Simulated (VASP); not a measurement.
A run of VASP 6.6.1:

File INCAR:

```
PREC = Accurate ; ENCUT = 500
EDIFF = 1E-6 ; ISMEAR = -1
SIGMA = 0.02 ; LREAL = False
LASPH = True ; NELM = 120
ALGO = Normal ; ISIF = 2
LWAVE = False ; LCHARG = False
GGA = PS ; NBANDS = 13
GGA_COMPAT = False
```

Contents of KPOINTS:

```
Automatic mesh
0
Gamma
  7 7 7
```

File POSCAR:

```
Ge
1.0
   -1.6648111336      1.6648111336      1.6648111336
    1.6648111336     -1.6648111336      1.6648111336
    1.6648111336      1.6648111336     -1.6648111336
Ge
1
Direct
    0.0000000000      0.0000000000      0.0000000000
```

Potentials or basis: VASP PAW PBE potentials, release 64 (Ge_d).

The run is started by

```console
$ cat potpaw_PBE.64/Ge_d/POTCAR > POTCAR
$ mpirun -np 1 vasp_std > vasp.out
```

Hardware: 1 thread of Intel Xeon 6975P-C, with other jobs on the host.

Question: Estimate the wall time of this run.

Answer: It took 4.4 s on 1 thread of Intel Xeon 6975P-C (shared host), peak memory 0.13 GiB. Counts: scf iterations 10, k points 20.
